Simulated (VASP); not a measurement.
Runs of VASP 6.6.1 on Zn. The structure is that of space group Im-3m (No. 229), or close to it. The cells are those of the table. 

```tsv
cell	gap on the mesh (eV)	pressure (GPa)
a = 2.682 Å, angles 111.7, 108.4, 108.4°, 1 atom	none	(a)
a = 2.700 Å, angles 110.6, 108.9, 108.9°, 1 atom	none	-3.1
a = 2.745 Å, angles 107.9, 110.3, 110.3°, 1 atom	none	-6.2
a = 2.727 Å, angles 108.9, 109.7, 109.7°, 1 atom	none	-4.9
```

Alike in all rows: task single point; level r2SCAN; potentials or basis VASP PAW PBE potentials, release 64 (Zn); no spin polarisation; k mesh 22 × 22 × 22; cutoff (eV) 520; smearing gaussian 0.15 eV.

Fill in the values left out.

(a) -1.7.

Caveats: the PAW data sets were made with another functional, which shifts forces and pressure a little; the cell stands under tension (at least some runs).

A gap of «none» marks levels without a gap at the run's occupations.
